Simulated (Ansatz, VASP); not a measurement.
## Two plane-wave programs on Ga

```
Ga
1.0
     4.40913    0.00000    0.00000
    -2.20457    3.81842    0.00000
     0.00000    0.00000    5.06372
Ga
4
Direct
  0.00000 0.00000 0.25000
  0.00000 0.00000 0.75000
  0.33333 0.66667 0.75000
  0.66667 0.33333 0.25000
```

Alike in both runs: task relaxation of cell and atoms; functional PBEsol; k mesh 6 × 6 × 4; occupations gaussian, width 0.1 eV; no spin polarisation.

|  | VASP | Ansatz |
| --- | --- | --- |
| version | VASP 6.6.1 | Ansatz 0.2.0 |
| potentials or method | VASP PAW PBE potentials, release 64 (Ga_d), cutoff 600 eV | scalar-relativistic, plane waves, PAW |
| valence electrons in the cell | 52 | 52 |

```csv
,VASP,Ansatz,Ansatz less VASP
"gap on the k mesh at the Fermi level, each at its own relaxed structure (eV)",none,none,-
relaxed volume (Å³/atom),21.43,21.38,-0.048
relaxed length of the cell vector where the two differ most in proportion (Å),5.165,5.159,-0.0063
```

VASP's potentials were made for PBE, not for PBEsol. A gap of «none» marks a metal or a gap that the smearing closes.
